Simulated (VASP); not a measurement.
A run of VASP 6.6.1 is set up as follows.

The input INCAR:

```
PREC = Accurate
ENCUT = 500
EDIFF = 1E-6
ISMEAR = 0
SIGMA = 0.1
LREAL = False
LASPH = True
NELM = 120
ALGO = Normal
ISIF = 2
LWAVE = False
LCHARG = False
GGA = PE
NBANDS = 26
GGA_COMPAT = False
```

File KPOINTS:

```
regular mesh
0
Gamma
  12 12 12
```

File POSCAR:

```
InAsS3
1.0
   -2.3939149837      2.3939149837      6.5395318521
    2.3939149837     -2.3939149837      6.5395318521
    2.3939149837      2.3939149837     -6.5395318521
In As S
1 1 3
Direct
    0.0969548431      0.0969548431      0.0000000000
    0.6421961979      0.6421961979      0.0000000000
    0.4803578751      0.4803578751      0.0000000000
    0.1977455469      0.6977455469      0.5000000000
    0.6977455469      0.1977455469      0.5000000000
```

Potentials or basis: VASP PAW PBE potentials, release 64 (In_d, As, S).

Command:

```sh
$ cat potpaw_PBE.64/In_d/POTCAR potpaw_PBE.64/As/POTCAR potpaw_PBE.64/S/POTCAR > POTCAR
$ mpirun -np 1 vasp_std > vasp.out
```

Estimate the pressure.

0.0 GPa.

Estimate the band gap on the k mesh.

zero (bands 18 and 19 overlap by 0.26 eV).

Forces on the atoms (eV/Å):
```
In   0.000  0.000 -0.004
As   0.000  0.000  0.015
S    0.000  0.000 -0.016
S    0.000  0.000  0.002
S    0.000  0.000  0.002
```

Caveat: spin-orbit coupling is left out, which moves the levels of the heavy elements.
